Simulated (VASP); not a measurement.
# MnAs (P6_3/mmc) in VASP: further runs

Runs on MnAs. Level: PBE. Tasks: single point.

All numbers are computed with VASP 6.6.1; they aren't measurements. Logs are shortened: lines on timing, memory, paths and dates and some standing lists are left out, and cuts for length are marked.

### Step 1. The cell of the first run

The structure is hexagonal, space group P6_3/mmc (No. 194). Conventional cell: a = 3.710 Å, b = 3.710 Å, c = 5.577 Å, α = 90.00°, β = 90.00°, γ = 120.00°. Within 3.4 Å of As (site symmetry -6m2) lie 6 Mn at 2.56 Å. Mn (site symmetry -3m) has 6 As at 2.56 Å and 2 Mn at 2.79 Å within 3.4 Å.

### Step 2. Single point, PBE, collinear spin, ferromagnetic start

INCAR reads:

```
SYSTEM = MnAs
  ALGO = Normal
  EDIFF = 1E-7
  ENCUT = 520
  GGA = PE
  ISIF = 2
  ISMEAR = -1
  ISPIN = 2
  LASPH = .TRUE.
  LCHARG = .FALSE.
  LMAXMIX = 4
  LORBIT = 11
  LREAL = .FALSE.
  LWAVE = .FALSE.
  MAGMOM = 0 0 4 4
  NBANDS = 30
  NELM = 150
  PREC = Accurate
  SIGMA = 0.05
```

KPOINTS reads:

```
k-points
0
G
  7 7 4
  0 0 0
```

POSCAR reads:

```
MnAs
1.0
    3.7100000000      0.0000000000      0.0000000000
   -1.8550000000      3.2129542480      0.0000000000
    0.0000000000      0.0000000000      5.5771800000
As Mn
2 2
Direct
    0.6666666667      0.3333333333      0.7500000000
    0.3333333333      0.6666666667      0.2500000000
    0.0000000000      0.0000000000      0.5000000000
    0.0000000000      0.0000000000      0.0000000000
```

Potentials or basis: VASP PAW PBE potentials, release 64 (As, Mn_pv).

Command:

```sh
> cat potpaw_PBE.64/As/POTCAR potpaw_PBE.64/Mn_pv/POTCAR > POTCAR
> mpirun -np 1 vasp_std > vasp.out
```

OUTCAR:

```text
SYSTEM = MnAs
   EDIFF = 1E-7
   ENCUT = 520
   GGA = PE
   ISIF = 2
   ISMEAR = -1
   ISPIN = 2
   LASPH = .TRUE.
   LORBIT = 11
   LREAL = .FALSE.
   NELM = 150
   PREC = Accurate

 ion  position               nearest neighbor table
   1  0.667  0.333  0.750-   3 2.56   4 2.56   3 2.56   4 2.56   3 2.56   4 2.56
   2  0.333  0.667  0.250-   3 2.56   4 2.56   3 2.56   4 2.56   3 2.56   4 2.56
   3  0.000  0.000  0.500-   1 2.56   2 2.56   2 2.56   1 2.56   1 2.56   2 2.56   4 2.79   4 2.79

   4  0.000  0.000  0.000-   1 2.56   2 2.56   2 2.56   1 2.56   1 2.56   2 2.56   3 2.79   3 2.79

  LATTYP: Found a hexagonal cell.
 ALAT       =     3.7100000000
 C/A-ratio  =     1.5032830189

  Lattice vectors:

 A1 = (   3.7100000000,   0.0000000000,   0.0000000000)
 A2 = (  -1.8550000000,   3.2129542480,   0.0000000000)
 A3 = (   0.0000000000,   0.0000000000,   5.5771800000)

Analysis of symmetry for initial positions (statically):
=====================================================================
 Subroutine PRICEL returns:
 Original cell was already a primitive cell.

 Routine SETGRP: Setting up the symmetry group for a
 hexagonal supercell.

 Subroutine GETGRP returns: Found 24 space group operations
 (whereof 12 operations were pure point group operations)
 out of a pool of 24 trial point group operations.

The static configuration has the point symmetry D_3d.
 The point group associated with its full space group is D_6h.

Analysis of symmetry for dynamics (positions and initial velocities):
=====================================================================
 Subroutine PRICEL returns:
 Original cell was already a primitive cell.

 Routine SETGRP: Setting up the symmetry group for a
 hexagonal supercell.

 Subroutine GETGRP returns: Found 24 space group operations
 (whereof 12 operations were pure point group operations)
 out of a pool of 24 trial point group operations.

The dynamic configuration has the point symmetry D_3d.
 The point group associated with its full space group is D_6h.

Analysis of structural, dynamic, and magnetic symmetry:
=====================================================================
 Subroutine PRICEL returns:
 Original cell was already a primitive cell.

 Routine SETGRP: Setting up the symmetry group for a
 hexagonal supercell.

 Subroutine GETGRP returns: Found 24 space group operations
 (whereof 12 operations were pure point group operations)
 out of a pool of 24 trial point group operations.

The overall configuration has the point symmetry D_3d.
 The point group associated with its full space group is D_6h.

 Subroutine INISYM returns: Found 24 space group operations
 (whereof 12 operations are pure point group operations),
 and found     1 'primitive' translations

----------------------------------------------------------------------------------------

                                     Primitive cell

  volume of cell :      66.4803

  direct lattice vectors                    reciprocal lattice vectors
     3.710000000  0.000000000  0.000000000     0.269541779  0.155620019  0.000000000
    -1.855000000  3.212954248  0.000000000     0.000000000  0.311240037  0.000000000
     0.000000000  0.000000000  5.577180000     0.000000000  0.000000000  0.179302085

  length of vectors
     3.710000000  3.710000000  5.577180000     0.311240037  0.311240037  0.179302085

  position of ions in fractional coordinates (direct lattice)
     0.666666667  0.333333333  0.750000000
     0.333333333  0.666666667  0.250000000
     0.000000000  0.000000000  0.500000000
     0.000000000  0.000000000  0.000000000

  ion indices of the primitive-cell ions
   primitive index   ion index
                 1           1
                 2           2
                 3           3
                 4           4

----------------------------------------------------------------------------------------

 KPOINTS: k-points

Automatic generation of k-mesh.
 Grid dimensions read from file:
 generate k-points for:    7    7    4

 Generating k-lattice:

  Cartesian coordinates                     Fractional coordinates (reciprocal lattice)
     0.038505968  0.022231431  0.000000000     0.142857143 -0.000000000  0.000000000
     0.000000000  0.044462862  0.000000000     0.000000000  0.142857143  0.000000000
     0.000000000  0.000000000  0.044825521     0.000000000  0.000000000  0.250000000

  Length of vectors
     0.044462862  0.044462862  0.044825521

  Shift w.r.t. Gamma in fractional coordinates (k-lattice)
     0.000000000  0.000000000  0.000000000

 Subroutine IBZKPT returns following result:
 ===========================================

 Found     24 irreducible k-points:

 Following reciprocal coordinates:
            Coordinates               Weight
  0.000000  0.000000  0.000000      1.000000
  0.142857  0.000000  0.000000      6.000000
  0.285714  0.000000  0.000000      6.000000
  0.428571  0.000000  0.000000      6.000000
  0.142857  0.142857  0.000000      6.000000
  0.285714  0.142857  0.000000     12.000000
[... 16 lines left out ...]
  0.428571  0.142857  0.500000      6.000000
  0.285714  0.285714  0.500000      6.000000
   k-points           NKPTS =     24   k-points in BZ     NKDIM =     24   number of bands    NBANDS=     30
   number of dos      NEDOS =    301   number of ions     NIONS =      4
   total plane-waves  NPLWV =  32928
   dimension x,y,z NGX =    28 NGY =   28 NGZ =   42
   dimension x,y,z NGXF=    56 NGYF=   56 NGZF=   84
   ions per type =               2   2
   NGX,Y,Z   is equivalent  to a cutoff of  12.55, 12.55, 12.52 a.u.
   NGXF,Y,Z  is equivalent  to a cutoff of  25.09, 25.09, 25.04 a.u.
 SYSTEM =  MnAs
   PREC   = accura    normal or accurate (medium, high low for compatibility)
   ISTART =      0    job   : 0-new  1-cont  2-samecut
   ICHARG =      2    charge: 1-file 2-atom 10-const
   ISPIN  =      2    spin polarized calculation?
   LNONCOLLINEAR =      F non collinear calculations
   LSORBIT =      F    spin-orbit coupling
   LASPH  =      T    aspherical Exc in radial PAW
   ENCUT  =  520.0 eV  38.22 Ry    6.18 a.u.   6.90  6.90 10.37*2*pi/ulx,y,z
   NELM   =    150;   NELMIN=  2; NELMDL= -5     # of ELM steps
   EDIFF  = 0.1E-06   stopping-criterion for ELM
   LREAL  =      F    real-space projection
   EDIFFG = 0.1E-05   stopping-criterion for IOM
   NSW    =      0    number of steps for IOM
   IBRION =     -1    ionic relax: 0-MD 1-quasi-New 2-CG
   NFREE  =      0    steps in history (QN), initial steepest desc. (CG)
   ISIF   =      2    stress and relaxation
   ISYM   =      2    0-nonsym 1-usesym 2-fastsym
   POTIM  = 0.5000    time-step for ionic-motion
   TEBEG  =    0.0;   TEEND  =   0.0 temperature during run
   PSTRESS=    0.0 pullay stress
   NELECT =      36.0000    total number of electrons
   NUPDOWN=      -1.0000    fix difference up-down
   EMIN   =  10.00;   EMAX   =-10.00  energy-range for DOS
   EFERMI =   0.00;   METHOD = LEGACY
   ISMEAR =    -1;   SIGMA  =   0.05  broadening in eV -4-tet -1-fermi 0-gaus
   EFERMI_NEDOS =   21; number of points for ismear=-14 and -15
   IALGO  =     38    algorithm
   IMIX   =      4    mixing-type and parameters
     AMIX     =   0.40;   BMIX     =  1.00
     AMIX_MAG =   1.60;   BMIX_MAG =  1.00
  volume/ion in A,a.u.               =      16.62       112.16
  Fermi-wavevector in a.u.,A,eV,Ry     =   1.334375  2.521603 24.225951  1.780557
  Thomas-Fermi vector in A             =   2.463161
   LORBIT       =     11    0 simple, 1 ext, 2 COOP (PROOUT), +10 PAW based schemes
   GGA     = PE    functional components
   LHFCALC =     F    Hartree Fock is set to
   AEXX    =    0.0000 exact exchange contribution
   IVDW    =     0    specifies the selected vdW correction
   LEPSILON=     F    determine dielectric tensor
   LRPA    =     F    only Hartree local field effects (RPA)
 spin polarized calculation
  energy-cutoff  :      520.00
  volume of cell :       66.48
 maximum number of plane-waves:      1808
 NGX is ok and might be reduce to    28
   NGX = 13   NGY = 13   NGZ = 21

 number of electron      35.9999992 magnetization       6.1909144

 Free energy of the ion-electron system (eV)
  ---------------------------------------------------
  ext. energy  EPLUGINS =         0.00000000
  ---------------------------------------------------
  free energy    TOTEN  =       -28.26907868 eV

  energy without entropy =      -28.24540137  energy(sigma->0) =      -28.25724002

 E-fermi :   7.0090     XC(G=0): -11.2634

 val. band max:        7.0069903109   @ k =   0.0000   0.0000   0.0000
 cond. band min:       7.0487437180   @ k =   0.4286   0.0000   0.2500
 fundamental gap:      0.0417534071
 Fermi energy:         7.0089504944

 spin component 1

 k-point     1 :       0.0000    0.0000    0.0000
  band No.  band energies     occupation
      1     -42.8994      1.00000
      2     -42.8994      1.00000
      3     -42.8876      1.00000
      4     -42.8876      1.00000
      5     -42.6894      1.00000
      6     -42.5693      1.00000
[... 22 lines left out ...]
     29      16.9882      0.00000
     30      16.9882      0.00000

 k-point     2 :       0.1429    0.0000    0.0000
  band No.  band energies     occupation
      1     -42.9008      1.00000
      2     -42.8998      1.00000
      3     -42.8888      1.00000
      4     -42.8879      1.00000
      5     -42.6892      1.00000
      6     -42.5692      1.00000
[... 22 lines left out ...]
     29      14.7671      0.00000
     30      15.5244      0.00000

 k-point     3 :       0.2857    0.0000    0.0000
  band No.  band energies     occupation
      1     -42.9039      1.00000
      2     -42.9006      1.00000
      3     -42.8914      1.00000
      4     -42.8885      1.00000
      5     -42.6886      1.00000
      6     -42.5689      1.00000
[... 659 lines left out ...]
      6     -42.6284      1.00000
[... 22 lines left out ...]
     29      15.8110      0.00000
     30      15.8110      0.00000

 k-point    24 :       0.2857    0.2857    0.5000
  band No.  band energies     occupation
      1     -42.8989      1.00000
      2     -42.8989      1.00000
      3     -42.8972      1.00000
      4     -42.8972      1.00000
      5     -42.6284      1.00000
      6     -42.6284      1.00000
[... 22 lines left out ...]
     29      16.0070      0.00000
     30      16.0070      0.00000
 Fermi energy:         7.0089504944

 spin component 2

 k-point     1 :       0.0000    0.0000    0.0000
  band No.  band energies     occupation
      1     -39.5100      1.00000
      2     -39.5091      1.00000
      3     -39.5091      1.00000
      4     -39.4949      1.00000
      5     -39.4949      1.00000
      6     -39.3704      1.00000
[... 22 lines left out ...]
     29      17.9063      0.00000
     30      17.9891      0.00000

 k-point     2 :       0.1429    0.0000    0.0000
  band No.  band energies     occupation
      1     -39.5109      1.00000
      2     -39.5097      1.00000
      3     -39.5096      1.00000
      4     -39.4964      1.00000
      5     -39.4953      1.00000
      6     -39.3702      1.00000
[... 22 lines left out ...]
     29      15.6620      0.00000
     30      16.1542      0.00000

 k-point     3 :       0.2857    0.0000    0.0000
  band No.  band energies     occupation
      1     -39.5149      1.00000
      2     -39.5106      1.00000
      3     -39.5088      1.00000
      4     -39.4998      1.00000
      5     -39.4960      1.00000
      6     -39.3698      1.00000
[... 682 lines left out ...]
     29      16.5091      0.00000
     30      16.5091      0.00000

 k-point    24 :       0.2857    0.2857    0.5000
  band No.  band energies     occupation
      1     -39.5090      1.00000
      2     -39.5090      1.00000
      3     -39.5068      1.00000
      4     -39.5068      1.00000
      5     -39.4389      1.00000
      6     -39.4389      1.00000
[... 22 lines left out ...]
     29      16.5116      0.00000
     30      16.5116      0.00000

------------------------ aborting loop because EDIFF is reached ----------------------------------------

  FORCE on cell =-STRESS in cart. coord.  units (eV):
  Direction    XX          YY          ZZ          XY          YZ          ZX
  --------------------------------------------------------------------------------------
  -------------------------------------------------------------------------------------
  Total       -0.6168783     -0.6168783     -0.9289532      0.0000000      0.0000000      0.0000000
  in kB      -14.8667816    -14.8667816    -22.3877939      0.0000000      0.0000000      0.0000000
  external PRESSURE =     -17.3737857 kB  Pullay stress =       0.0000000 kB

 VOLUME and BASIS-vectors are now :
 -----------------------------------------------------------------------------
  energy-cutoff  :      520.00
  volume of cell :       66.48
      direct lattice vectors                 reciprocal lattice vectors
     3.710000000  0.000000000  0.000000000     0.269541779  0.155620019  0.000000000
    -1.855000000  3.212954248  0.000000000     0.000000000  0.311240037  0.000000000
     0.000000000  0.000000000  5.577180000     0.000000000  0.000000000  0.179302085

 POSITION                                       TOTAL-FORCE (eV/Angst)
 -----------------------------------------------------------------------------------
      1.85500      1.07098      4.18289        -0.000000     -0.000000      0.000000
     -0.00000      2.14197      1.39430         0.000000      0.000000      0.000000
      0.00000      0.00000      2.78859        -0.000000      0.000000      0.000000
      0.00000      0.00000      0.00000        -0.000000      0.000000      0.000000
 -----------------------------------------------------------------------------------
    total drift:                               -0.000000      0.000000      0.000000

  FREE ENERGIE OF THE ION-ELECTRON SYSTEM (eV)
  ---------------------------------------------------
  free  energy   TOTEN  =       -28.2690786828 eV

  energy  without entropy=      -28.2454013658  energy(sigma->0) =      -28.25724002

 total charge

# of ion       s       p       d       tot
------------------------------------------
    1        1.224   1.518   0.052   2.794
    2        1.224   1.518   0.052   2.794
    3        0.286   6.251   5.071  11.607
    4        0.286   6.251   5.071  11.607
--------------------------------------------------
tot          3.019  15.538  10.246  28.804

 magnetization (x)

# of ion       s       p       d       tot
------------------------------------------
    1        0.008  -0.135   0.008  -0.119
    2        0.008  -0.135   0.008  -0.119
    3        0.035   0.026   3.085   3.147
    4        0.035   0.026   3.085   3.147
--------------------------------------------------
tot          0.087  -0.218   6.187   6.056
```

Run time: 2 min. Hardware: 1 thread of Oxide Virtual Turin-like, shared host; peak memory 0.21 GiB.

Results:

| Quantity | Value |
| --- | --- |
| Free energy | -28.2691 eV |
| Pressure | -1.7 GPa |
| Net moment | 6.19 μB per cell |
| Site moments | As -0.12; Mn +3.15 μB |
| Valence electrons inside the program's atomic spheres | As 2.79; Mn 11.61 |

Stress tensor (GPa, compression positive):
```
-1.49  0.00  0.00
 0.00 -1.49  0.00
 0.00  0.00 -2.24
```

Levels at points of the mesh, in eV from the Fermi level:
Spin up:
| k point | band 17 | band 18 | band 19 | band 20 | band 21 | band 22 | band 23 | band 24 | band 25 | band 26 |
| --- | --- | --- | --- | --- | --- | --- | --- | --- | --- | --- |
| (0.00, 0.00, 0.00) | -1.75 | -1.75 | -0.27 | 0.53 | 0.53 | 1.71 | 2.92 | 2.92 | 3.75 | 5.28 |
| (0.00, 0.00, 0.50) | -2.53 | -2.53 | -0.91 | -0.91 | 2.10 | 2.10 | 2.10 | 2.10 | 5.57 | 5.57 |
Spin down:
```csv
k point,band 11,band 12,band 13,band 14,band 15,band 16,band 17,band 18,band 19,band 20
"(0.00, 0.00, 0.00)",-2.96,-1.22,-0.20,-0.20,0.00,0.00,0.50,0.50,1.34,1.34
"(0.00, 0.00, 0.50)",-2.08,-2.08,-2.08,-2.08,0.39,0.39,0.39,0.39,0.75,0.75
```

Caveat: only a ferromagnetic start was run, and an antiferromagnetic order may lie lower in energy.

[end of part 1 of 3]
